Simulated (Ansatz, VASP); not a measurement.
**Two plane-wave programs on BaO**

The input POSCAR:

```
BaO
1.0
    0.0000000000      2.7719426833      2.7719426833
    2.7719426833      0.0000000000      2.7719426833
    2.7719426833      2.7719426833      0.0000000000
Ba O
1 1
Direct
    0.0000000000      0.0000000000      0.0000000000
    0.5000000000      0.5000000000      0.5000000000
```

Contents of INCAR.step1:

```
SYSTEM = BaO
PREC = Accurate
ENCUT = 660
ISMEAR = 0
SIGMA = 0.01
LREAL = .False.
LASPH = .True.
NELM = 120
NBANDS = 15
GGA = PE
ALGO = Normal
EDIFF = 1E-5
LWAVE = .True.
LCHARG = .False.
GGA_COMPAT = .False.
```

The input INCAR.step2:

```
SYSTEM = BaO
PREC = Accurate
ENCUT = 660
EDIFF = 1E-6
ISMEAR = 0
SIGMA = 0.01
LREAL = .False.
LASPH = .True.
NELM = 120
ALGO = Normal
ISIF = 2
LWAVE = .False.
LCHARG = .False.
METAGGA = R2SCAN
LMIXTAU = .True.
NBANDS = 15
ISTART = 1
GGA_COMPAT = .False.
```

Contents of KPOINTS:

```
Automatic mesh
0
Gamma
  6 6 6
  0 0 0
```

Input for Ansatz:

```yaml
crystal:
  lattice:
    - [0.0, 2.7719426833, 2.7719426833]
    - [2.7719426833, 0.0, 2.7719426833]
    - [2.7719426833, 2.7719426833, 0.0]
  atoms:
    - { symbol: Ba, position: [0.0, 0.0, 0.0] }
    - { symbol: O, position: [0.5, 0.5, 0.5] }
kpoints:
  mp_grid: { grid: [6, 6, 6] }
hamiltonian:
  xc: r2scan
scf:
  occupations: { method: fixed }
  n_extra_bands: 4
output:
  forces: true
  stress: true
  eigenvalues: true
```

Alike in both runs: task single point; functional r2SCAN; k mesh 6 × 6 × 6; no spin polarisation.

|  | VASP | Ansatz |
| --- | --- | --- |
| version | VASP 6.6.1 | Ansatz 0.2.0 |
| potentials or method | VASP PAW PBE potentials, release 64 (Ba_sv, O) | plane waves, PAW |
| plane-wave cutoff (eV) | 660 | 500 |
| occupations | gaussian, width 0.01 eV | fixed |
| valence electrons in the cell | 16 | 16 |

|  | VASP | Ansatz | Ansatz less VASP |
| --- | --- | --- | --- |
| gap on the k mesh at the Fermi level (eV) | 2.32 | 2.38 | +0.058 |
| pressure (GPa) | 1.6 | 0.0 | -1.57 |

VASP's potentials were made for PBE, not for r2SCAN.

Neither program's run includes spin-orbit coupling.
